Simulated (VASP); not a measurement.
**RbVSe3: relaxation of cell and atoms with PBE**

The system is RbVSe3.

```xyz
5
Lattice="5.0057 0.0000 0.0000 0.0000 5.0057 0.0000 0.0000 0.0000 5.0057" Properties=species:S:1:pos:R:3 pbc="T T T"
Rb    2.5028    2.5028    2.5028
V     0.0000    0.0000    0.0000
Se    0.0000    2.5028    2.5028
Se    2.5028    0.0000    2.5028
Se    2.5028    2.5028    0.0000
```

```
Program                : VASP 6.6.1
Task                   : relaxation of cell and atoms
Functional             : PBE
Potentials or basis    : VASP PAW PBE potentials, release 64 (Rb_sv, V_sv, Se)
Cutoff                 : 500 eV
k mesh                 : 4 × 4 × 4
Occupations            : gaussian, width 0.1 eV
Spin                   : collinear spin, ferrimagnetic start
Starting moments       : [0.0, 3.47, -0.33, -0.33, -0.33] μB
Dipole correction      : no
Further INCAR settings : ALGO = Normal; EDIFF = 1e-07; IBRION = 2; EDIFFG = -0.04; NSW = 90; ISIF = 3
```

```json
{"Relaxed volume": "34.58 Å³/atom", "Relaxed cell": "a = 5.571 Å, b = 5.571 Å, c = 5.571 Å, α = 90.00°, β = 90.00°, γ = 90.00°", "Space group after relaxing (to 0.1 Å)": "Pm-3m (No. 221)", "Energy gained by relaxing": "266.9 meV/atom", "Ionic steps": "4", "Pressure after relaxing": "0.1 GPa", "Band gap on the k mesh": "zero (filled and empty bands overlap)", "Net moment": "-0.01 μB per cell", "Valence electrons inside the program's atomic spheres": "Rb 7.44; V 11.02; Se 3.71"}
```

The path:
```
step  energy change (eV)  largest force (eV/Å)  pressure (GPa)  volume (Å³)
   1              0.0000                0.0000           12.55       125.42
   2             -1.3128                0.0000            1.19       164.58
   3             -1.3385                0.0000            0.30       170.73
   4             -1.3346                0.0000            0.06       172.90
```

Final structure:
```yaml
crystal:
  lattice:
    - [5.57093, 0.00000, 0.00000]
    - [0.00000, 5.57093, 0.00000]
    - [0.00000, 0.00000, 5.57093]
  atoms:
    - { symbol: Rb, position: [0.50000, 0.50000, 0.50000] }
    - { symbol: V, position: [0.00000, 0.00000, 0.00000] }
    - { symbol: Se, position: [0.00000, 0.50000, 0.50000] }
    - { symbol: Se, position: [0.50000, 0.00000, 0.50000] }
    - { symbol: Se, position: [0.50000, 0.50000, 0.00000] }
```

Levels at points of the mesh, in eV from the Fermi level:
Spin up:
| k point | band 18 | band 19 | band 20 | band 21 | band 22 | band 23 |
| --- | --- | --- | --- | --- | --- | --- |
| (0.00, 0.00, 0.00) | -0.12 | -0.01 | -0.01 | -0.01 | 0.26 | 0.83 |
| (0.50, 0.00, 0.00) | -1.07 | -0.04 | 0.00 | 0.29 | 0.35 | 0.35 |
| (0.50, 0.50, 0.00) | -1.05 | -0.18 | -0.02 | 0.05 | 0.32 | 0.32 |
| (0.50, 0.50, 0.50) | -0.02 | 0.00 | 0.00 | 0.00 | 0.33 | 0.33 |
Spin down:
| k point | band 18 | band 19 | band 20 | band 21 | band 22 | band 23 |
| --- | --- | --- | --- | --- | --- | --- |
| (0.00, 0.00, 0.00) | -0.12 | -0.12 | -0.01 | -0.01 | -0.01 | 0.26 |
| (0.50, 0.00, 0.00) | -1.07 | -0.04 | 0.00 | 0.30 | 0.35 | 0.35 |
| (0.50, 0.50, 0.00) | -1.05 | -0.18 | -0.01 | 0.05 | 0.32 | 0.32 |
| (0.50, 0.50, 0.50) | -0.01 | -0.01 | 0.00 | 0.00 | 0.00 | 0.33 |

It took 27 min on 1 thread of Oxide Virtual Turin-like Processor (shared host), peak memory 0.29 GiB.

Caveat: the volume moved by over 15 % at a fixed basis, so the end points are rough; the moments typed at the start vanished in this run. With open d or f shells a metallic result of PBE can be an artefact of self-interaction; +U or a hybrid may open a gap.
